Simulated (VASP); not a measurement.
# Ti (P6_3/mmc) in VASP: a series of runs, part 2 of 3

VASP 6.6.1. The steps go on from the part before.

## 4. Electric field gradients, PBE (16.60 Å³/atom)

This run uses another cell than the first one, of 16.60 Å³/atom.

File INCAR:

```
PREC     = Accurate       # precision mode
ENCUT    = 520            # plane-wave cutoff, eV
EDIFF    = 1E-8           # SCF threshold, eV
ISMEAR   = -1             # smearing method
SIGMA    = 0.08           # smearing width, eV
LREAL    = False          # projectors in reciprocal space
LASPH    = True           # aspherical terms in the spheres
NELM     = 80             # most SCF steps
ALGO     = Normal         # electronic algorithm
ISIF     = 2              # what is computed and relaxed
LWAVE    = False          # write WAVECAR
LCHARG   = False          # write CHGCAR
GGA      = PE             # functional
LEFG     = True         
NBANDS   = 19             # bands
```

File KPOINTS:

```
regular mesh
0
Gamma
  13 13 7
```

File POSCAR:

```
Ti
1.0
    2.8897769248      0.0000000000      0.0000000000
   -1.4448884624      2.5026202281      0.0000000000
    0.0000000000      0.0000000000      4.5903405054
Ti
2
Direct
    0.3333333333      0.6666666667      0.2500000000
    0.6666666667      0.3333333333      0.7500000000
```

Potentials or basis: VASP PAW PBE potentials, release 64 (Ti_sv).

Command:

```console
cat potpaw_PBE.64/Ti_sv/POTCAR > POTCAR
mpirun -np 1 vasp_std > vasp.out
```

OUTCAR:

```text
PREC = Accurate
   ENCUT = 520
   EDIFF = 1E-8
   ISMEAR = -1
   LREAL = False
   LASPH = True
   NELM = 80
   ISIF = 2
   GGA = PE

 ion  position               nearest neighbor table
   1  0.333  0.667  0.250-   2 2.84   2 2.84   2 2.84   2 2.84   2 2.84   2 2.84
   2  0.667  0.333  0.750-   1 2.84   1 2.84   1 2.84   1 2.84   1 2.84   1 2.84

  LATTYP: Found a hexagonal cell.
 ALAT       =     2.8897769248
 C/A-ratio  =     1.5884757284

  Lattice vectors:

 A1 = (   2.8897769248,   0.0000000000,   0.0000000000)
 A2 = (  -1.4448884624,   2.5026202281,   0.0000000000)
 A3 = (   0.0000000000,   0.0000000000,   4.5903405054)

Analysis of symmetry for initial positions (statically):
=====================================================================
 Subroutine PRICEL returns:
 Original cell was already a primitive cell.

 Routine SETGRP: Setting up the symmetry group for a
 hexagonal supercell.

 Subroutine GETGRP returns: Found 24 space group operations
 (whereof 12 operations were pure point group operations)
 out of a pool of 24 trial point group operations.

The static configuration has the point symmetry D_3d.
 The point group associated with its full space group is D_6h.

Analysis of symmetry for dynamics (positions and initial velocities):
=====================================================================
 Subroutine PRICEL returns:
 Original cell was already a primitive cell.

 Routine SETGRP: Setting up the symmetry group for a
 hexagonal supercell.

 Subroutine GETGRP returns: Found 24 space group operations
 (whereof 12 operations were pure point group operations)
 out of a pool of 24 trial point group operations.

The dynamic configuration has the point symmetry D_3d.
 The point group associated with its full space group is D_6h.

 Subroutine INISYM returns: Found 24 space group operations
 (whereof 12 operations are pure point group operations),
 and found     1 'primitive' translations

----------------------------------------------------------------------------------------

                                     Primitive cell

  volume of cell :      33.1974

  direct lattice vectors                    reciprocal lattice vectors
     2.889776925  0.000000000  0.000000000     0.346047472  0.199790601  0.000000000
    -1.444888462  2.502620228  0.000000000     0.000000000  0.399581202  0.000000000
     0.000000000  0.000000000  4.590340505     0.000000000  0.000000000  0.217848763

  length of vectors
     2.889776925  2.889776925  4.590340505     0.399581202  0.399581202  0.217848763

  position of ions in fractional coordinates (direct lattice)
     0.333333333  0.666666667  0.250000000
     0.666666667  0.333333333  0.750000000

  ion indices of the primitive-cell ions
   primitive index   ion index
                 1           1
                 2           2

----------------------------------------------------------------------------------------

 KPOINTS: regular mesh

[... 73 lines left out ...]
   ISIF   =      2    stress and relaxation
   ISYM   =      2    0-nonsym 1-usesym 2-fastsym
   POTIM  = 0.5000    time-step for ionic-motion
   TEBEG  =    0.0;   TEEND  =   0.0 temperature during run
   PSTRESS=    0.0 pullay stress
   NELECT =      24.0000    total number of electrons
   NUPDOWN=      -1.0000    fix difference up-down
   EMIN   =  10.00;   EMAX   =-10.00  energy-range for DOS
   EFERMI =   0.00;   METHOD = LEGACY
   ISMEAR =    -1;   SIGMA  =   0.08  broadening in eV -4-tet -1-fermi 0-gaus
   EFERMI_NEDOS =   21; number of points for ismear=-14 and -15
   IALGO  =     38    algorithm
   IMIX   =      4    mixing-type and parameters
     AMIX     =   0.40;   BMIX     =  1.00
     AMIX_MAG =   1.60;   BMIX_MAG =  1.00
  volume/ion in A,a.u.               =      16.60       112.01
  Fermi-wavevector in a.u.,A,eV,Ry     =   1.469300  2.776575 29.372841  2.158843
  Thomas-Fermi vector in A             =   2.584694
   LORBIT       =      0    0 simple, 1 ext, 2 COOP (PROOUT), +10 PAW based schemes
   GGA     = PE    functional components
   LHFCALC =     F    Hartree Fock is set to
   AEXX    =    0.0000 exact exchange contribution
   IVDW    =     0    specifies the selected vdW correction
   LEPSILON=     F    determine dielectric tensor
   LRPA    =     F    only Hartree local field effects (RPA)
 non-spin polarized calculation
  energy-cutoff  :      520.00
  volume of cell :       33.20
 maximum number of plane-waves:       911
 NGX is ok and might be reduce to    24
   NGX = 11   NGY = 11   NGZ = 17

 number of electron      24.0000001 magnetization

 Free energy of the ion-electron system (eV)
  ---------------------------------------------------
  ext. energy  EPLUGINS =         0.00000000
  ---------------------------------------------------
  free energy    TOTEN  =       -15.66878456 eV

  energy without entropy =      -15.62305842  energy(sigma->0) =      -15.64592149

 E-fermi :   8.8160     XC(G=0): -11.7125

 val. band max:        8.8107922357   @ k =   0.0769   0.0769   0.4286
 cond. band min:       8.8164135487   @ k =   0.0000   0.0000   0.4286
 fundamental gap:      0.0056213130
 Fermi energy:         8.8160186256

 k-point     1 :       0.0000    0.0000    0.0000
  band No.  band energies     occupation
      1     -47.9568      2.00000
      2     -47.7945      2.00000
      3     -24.5929      2.00000
      4     -23.8599      2.00000
      5     -23.8599      2.00000
      6     -23.7783      2.00000
[... 505 lines left out ...]
      6     -23.8915      2.00000
[... 11 lines left out ...]
     18      10.7058      0.00000
     19      12.3039      0.00000

 [... further k-points ...]

------------------------ aborting loop because EDIFF is reached ----------------------------------------

  FORCE on cell =-STRESS in cart. coord.  units (eV):
  Direction    XX          YY          ZZ          XY          YZ          ZX
  --------------------------------------------------------------------------------------
  -------------------------------------------------------------------------------------
  Total        1.1291910      1.1291910      1.0875433      0.0000000      0.0000000      0.0000000
  in kB       54.4971518     54.4971518     52.4871491      0.0000000      0.0000000      0.0000000
  external PRESSURE =      53.8271509 kB  Pullay stress =       0.0000000 kB

 VOLUME and BASIS-vectors are now :
 -----------------------------------------------------------------------------
  energy-cutoff  :      520.00
  volume of cell :       33.20
      direct lattice vectors                 reciprocal lattice vectors
     2.889776925  0.000000000  0.000000000     0.346047472  0.199790601  0.000000000
    -1.444888462  2.502620228  0.000000000     0.000000000  0.399581202  0.000000000
     0.000000000  0.000000000  4.590340505     0.000000000  0.000000000  0.217848763

 POSITION                                       TOTAL-FORCE (eV/Angst)
 -----------------------------------------------------------------------------------
     -0.00000      1.66841      1.14759        -0.000000      0.000000      0.000000
      1.44489      0.83421      3.44276         0.000000     -0.000000      0.000000
 -----------------------------------------------------------------------------------
    total drift:                                0.000000     -0.000000      0.000000

  FREE ENERGIE OF THE ION-ELECTRON SYSTEM (eV)
  ---------------------------------------------------
  free  energy   TOTEN  =       -15.6687845618 eV

  energy  without entropy=      -15.6230584213  energy(sigma->0) =      -15.64592149

 Electric field gradients (V/A^2)
---------------------------------------------------------------------
 ion       V_xx      V_yy      V_zz      V_xy      V_xz      V_yz
---------------------------------------------------------------------
   1      -9.520    -9.519    19.039     0.001    -0.000     0.000
   2      -9.520    -9.519    19.039     0.001     0.000    -0.000
---------------------------------------------------------------------

 Electric field gradients after diagonalization (V/A^2)
 (convention: |V_zz| > |V_xx| > |V_yy|)
----------------------------------------------------------------------
 ion       V_xx      V_yy      V_zz     asymmetry (V_yy - V_xx)/ V_zz
----------------------------------------------------------------------
   1      -9.521    -9.519    19.039       0.000
   2      -9.521    -9.519    19.039       0.000
----------------------------------------------------------------------

           NMR quadrupolar parameters

 Cq : quadrupolar parameter    Cq=e*Q*V_zz/h
 eta: asymmetry parameters     (V_yy - V_xx)/ V_zz
 Q  : nuclear electric quadrupole moment in mb (millibarn)
----------------------------------------------------------------------
 ion       Cq(MHz)       eta       Q (mb)
----------------------------------------------------------------------
   1       0.046       0.000       1.000
   2       0.046       0.000       1.000
----------------------------------------------------------------------
```

Run time: 78 s. Hardware: 1 thread of Intel Xeon 8259CL, shared host; peak memory 0.18 GiB.

What came out:

```
Free energy                             : -15.6688 eV
Pressure                                : 5.4 GPa
Band gap on the k mesh                  : zero (bands 12 and 13 overlap by 1.14 eV)
Largest electric field gradient by atom : Ti +19.0 V/Å²
```

Levels at points of the mesh, in eV from the Fermi level:
```
           k point  band 10  band 11  band 12  band 13  band 14  band 15
(0.00, 0.00, 0.00)    -2.79     0.81     0.81     0.88     0.92     1.34
```

Electric field gradients, principal values (V/Å²):
```tsv
atom	least	middle	greatest (by size)
1 Ti	-9.519	-9.521	19.039
2 Ti	-9.519	-9.521	19.039
```

Caveat: the cell stands under pressure; without QUAD_EFG the Cq values of the log hold for a quadrupole moment of 1 mb, not for the nuclei.

## 5. Electric field gradients, PBE (16.95 Å³/atom)

This run uses another cell than the first one, of 16.95 Å³/atom.

File INCAR:

```
SYSTEM = Ti
PREC = Accurate
ENCUT = 520
EDIFF = 1E-8
ISMEAR = -1
SIGMA = 0.08
LREAL = .FALSE.
LASPH = .TRUE.
NELM = 80
ALGO = Normal
ISIF = 2
LWAVE = .FALSE.
LCHARG = .FALSE.
GGA = PE
LEFG = .TRUE.
NBANDS = 19
```

File KPOINTS:

```
regular mesh
0
G
  13 13 7
  0 0 0
```

File POSCAR:

```
Ti
1.0
    2.9101281370      0.0000000000      0.0000000000
   -1.4550640685      2.5202448949      0.0000000000
    0.0000000000      0.0000000000      4.6226679121
Ti
2
Direct
    0.3333333333      0.6666666667      0.2500000000
    0.6666666667      0.3333333333      0.7500000000
```

Potentials or basis: VASP PAW PBE potentials, release 64 (Ti_sv).

Command:

```console
cat potpaw_PBE.64/Ti_sv/POTCAR > POTCAR
mpirun -np 1 vasp_std > vasp.out
```

OUTCAR:

```text
SYSTEM = Ti
   PREC = Accurate
   ENCUT = 520
   EDIFF = 1E-8
   ISMEAR = -1
   LREAL = .FALSE.
   LASPH = .TRUE.
   NELM = 80
   ISIF = 2
   GGA = PE

 ion  position               nearest neighbor table
   1  0.333  0.667  0.250-   2 2.86   2 2.86   2 2.86   2 2.86   2 2.86   2 2.86
   2  0.667  0.333  0.750-   1 2.86   1 2.86   1 2.86   1 2.86   1 2.86   1 2.86

  LATTYP: Found a hexagonal cell.
 ALAT       =     2.9101281370
 C/A-ratio  =     1.5884757284

  Lattice vectors:

 A1 = (   2.9101281370,   0.0000000000,   0.0000000000)
 A2 = (  -1.4550640685,   2.5202448949,   0.0000000000)
 A3 = (   0.0000000000,   0.0000000000,   4.6226679121)

Analysis of symmetry for initial positions (statically):
=====================================================================
 Subroutine PRICEL returns:
 Original cell was already a primitive cell.

 Routine SETGRP: Setting up the symmetry group for a
 hexagonal supercell.

 Subroutine GETGRP returns: Found 24 space group operations
 (whereof 12 operations were pure point group operations)
 out of a pool of 24 trial point group operations.

The static configuration has the point symmetry D_3d.
 The point group associated with its full space group is D_6h.

Analysis of symmetry for dynamics (positions and initial velocities):
=====================================================================
 Subroutine PRICEL returns:
 Original cell was already a primitive cell.

 Routine SETGRP: Setting up the symmetry group for a
 hexagonal supercell.

 Subroutine GETGRP returns: Found 24 space group operations
 (whereof 12 operations were pure point group operations)
 out of a pool of 24 trial point group operations.

The dynamic configuration has the point symmetry D_3d.
 The point group associated with its full space group is D_6h.

 Subroutine INISYM returns: Found 24 space group operations
 (whereof 12 operations are pure point group operations),
 and found     1 'primitive' translations

----------------------------------------------------------------------------------------

                                     Primitive cell

  volume of cell :      33.9037

  direct lattice vectors                    reciprocal lattice vectors
     2.910128137  0.000000000  0.000000000     0.343627481  0.198393418  0.000000000
    -1.455064069  2.520244895  0.000000000     0.000000000  0.396786837  0.000000000
     0.000000000  0.000000000  4.622667912     0.000000000  0.000000000  0.216325295

  length of vectors
     2.910128137  2.910128137  4.622667912     0.396786837  0.396786837  0.216325295

  position of ions in fractional coordinates (direct lattice)
     0.333333333  0.666666667  0.250000000
     0.666666667  0.333333333  0.750000000

  ion indices of the primitive-cell ions
   primitive index   ion index
                 1           1
                 2           2

[... 76 lines left out ...]
   NFREE  =      0    steps in history (QN), initial steepest desc. (CG)
   ISIF   =      2    stress and relaxation
   ISYM   =      2    0-nonsym 1-usesym 2-fastsym
   POTIM  = 0.5000    time-step for ionic-motion
   TEBEG  =    0.0;   TEEND  =   0.0 temperature during run
   PSTRESS=    0.0 pullay stress
   NELECT =      24.0000    total number of electrons
   NUPDOWN=      -1.0000    fix difference up-down
   EMIN   =  10.00;   EMAX   =-10.00  energy-range for DOS
   EFERMI =   0.00;   METHOD = LEGACY
   ISMEAR =    -1;   SIGMA  =   0.08  broadening in eV -4-tet -1-fermi 0-gaus
   EFERMI_NEDOS =   21; number of points for ismear=-14 and -15
   IALGO  =     38    algorithm
   IMIX   =      4    mixing-type and parameters
     AMIX     =   0.40;   BMIX     =  1.00
     AMIX_MAG =   1.60;   BMIX_MAG =  1.00
  volume/ion in A,a.u.               =      16.95       114.40
  Fermi-wavevector in a.u.,A,eV,Ry     =   1.459025  2.757157 28.963455  2.128754
  Thomas-Fermi vector in A             =   2.575641
   LORBIT       =      0    0 simple, 1 ext, 2 COOP (PROOUT), +10 PAW based schemes
   GGA     = PE    functional components
   LHFCALC =     F    Hartree Fock is set to
   AEXX    =    0.0000 exact exchange contribution
   IVDW    =     0    specifies the selected vdW correction
   LEPSILON=     F    determine dielectric tensor
   LRPA    =     F    only Hartree local field effects (RPA)
 non-spin polarized calculation
  energy-cutoff  :      520.00
  volume of cell :       33.90
 maximum number of plane-waves:       936
 NGX is ok and might be reduce to    24
   NGX = 11   NGY = 11   NGZ = 17

 number of electron      23.9999999 magnetization

 Free energy of the ion-electron system (eV)
  ---------------------------------------------------
  ext. energy  EPLUGINS =         0.00000000
  ---------------------------------------------------
  free energy    TOTEN  =       -15.68693637 eV

  energy without entropy =      -15.64029060  energy(sigma->0) =      -15.66361349

 E-fermi :   8.5862     XC(G=0): -11.6121

 val. band max:        8.5846030791   @ k =   0.0000   0.0000   0.4286
 cond. band min:       8.5921350846   @ k =   0.0769   0.0769   0.4286
 fundamental gap:      0.0075320055
 Fermi energy:         8.5861642148

 k-point     1 :       0.0000    0.0000    0.0000
  band No.  band energies     occupation
      1     -48.2199      2.00000
      2     -48.0707      2.00000
      3     -24.8307      2.00000
      4     -24.1431      2.00000
      5     -24.1431      2.00000
      6     -24.0692      2.00000
[... 505 lines left out ...]
      6     -24.1725      2.00000
[... 11 lines left out ...]
     18      10.4330      0.00000
     19      11.9853      0.00000

 [... further k-points ...]

------------------------ aborting loop because EDIFF is reached ----------------------------------------

  FORCE on cell =-STRESS in cart. coord.  units (eV):
  Direction    XX          YY          ZZ          XY          YZ          ZX
  --------------------------------------------------------------------------------------
  -------------------------------------------------------------------------------------
  Total        0.6023243      0.6023243      0.5433561     -0.0000000     -0.0000000      0.0000000
  in kB       28.4638372     28.4638372     25.6771932     -0.0000000     -0.0000000      0.0000000
  external PRESSURE =      27.5349558 kB  Pullay stress =       0.0000000 kB

 VOLUME and BASIS-vectors are now :
 -----------------------------------------------------------------------------
  energy-cutoff  :      520.00
  volume of cell :       33.90
      direct lattice vectors                 reciprocal lattice vectors
     2.910128137  0.000000000  0.000000000     0.343627481  0.198393418  0.000000000
    -1.455064069  2.520244895  0.000000000     0.000000000  0.396786837  0.000000000
     0.000000000  0.000000000  4.622667912     0.000000000  0.000000000  0.216325295

 POSITION                                       TOTAL-FORCE (eV/Angst)
 -----------------------------------------------------------------------------------
     -0.00000      1.68016      1.15567         0.000000      0.000000      0.000000
      1.45506      0.84008      3.46700        -0.000000     -0.000000      0.000000
 -----------------------------------------------------------------------------------
    total drift:                               -0.000000      0.000000     -0.000000

  FREE ENERGIE OF THE ION-ELECTRON SYSTEM (eV)
  ---------------------------------------------------
  free  energy   TOTEN  =       -15.6869363725 eV

  energy  without entropy=      -15.6402906019  energy(sigma->0) =      -15.66361349

 Electric field gradients (V/A^2)
---------------------------------------------------------------------
 ion       V_xx      V_yy      V_zz      V_xy      V_xz      V_yz
---------------------------------------------------------------------
   1      -9.074    -9.073    18.147     0.001     0.000    -0.000
   2      -9.074    -9.073    18.147     0.001    -0.000     0.000
---------------------------------------------------------------------

 Electric field gradients after diagonalization (V/A^2)
 (convention: |V_zz| > |V_xx| > |V_yy|)
----------------------------------------------------------------------
 ion       V_xx      V_yy      V_zz     asymmetry (V_yy - V_xx)/ V_zz
----------------------------------------------------------------------
   1      -9.074    -9.073    18.147       0.000
   2      -9.074    -9.073    18.147       0.000
----------------------------------------------------------------------

           NMR quadrupolar parameters

 Cq : quadrupolar parameter    Cq=e*Q*V_zz/h
 eta: asymmetry parameters     (V_yy - V_xx)/ V_zz
 Q  : nuclear electric quadrupole moment in mb (millibarn)
----------------------------------------------------------------------
 ion       Cq(MHz)       eta       Q (mb)
----------------------------------------------------------------------
   1       0.044       0.000       1.000
   2       0.044       0.000       1.000
----------------------------------------------------------------------
```

stdout:

```text
POSCAR found type information on POSCAR Ti
 POSCAR found :  1 types and       2 ions
 scaLAPACK will be used
 LDA part: xc-table for (Slater+PW92), standard interpolation
 POSCAR, INCAR and KPOINTS ok, starting setup
 FFT: planning ... GRIDC
 FFT: planning ... GRID_SOFT
 FFT: planning ... GRID
 WAVECAR not read
 entering main loop
ion   1

ion   2
```

Wall time 79 s (1 thread of Intel Xeon 8259CL, shared host); peak memory 0.18 GiB.

Results:

```
Free energy                             : -15.6869 eV
Pressure                                : 2.8 GPa
Band gap on the k mesh                  : zero (bands 12 and 13 overlap by 1.13 eV)
Largest electric field gradient by atom : Ti +18.1 V/Å²
```

Levels at points of the mesh, in eV from the Fermi level:
| k point | band 9 | band 10 | band 11 | band 12 | band 13 | band 14 | band 15 | band 16 |
| --- | --- | --- | --- | --- | --- | --- | --- | --- |
| (0.00, 0.00, 0.00) | -6.26 | -2.74 | 0.80 | 0.80 | 0.82 | 0.90 | 1.31 | 1.31 |

Electric field gradients, principal values (V/Å²):
```
atom   least  middle  greatest (by size)
1 Ti  -9.073  -9.074              18.147
2 Ti  -9.073  -9.074              18.147
```

Caveat: without QUAD_EFG the Cq values of the log hold for a quadrupole moment of 1 mb, not for the nuclei.

(Part 2 of 3 ends here.)
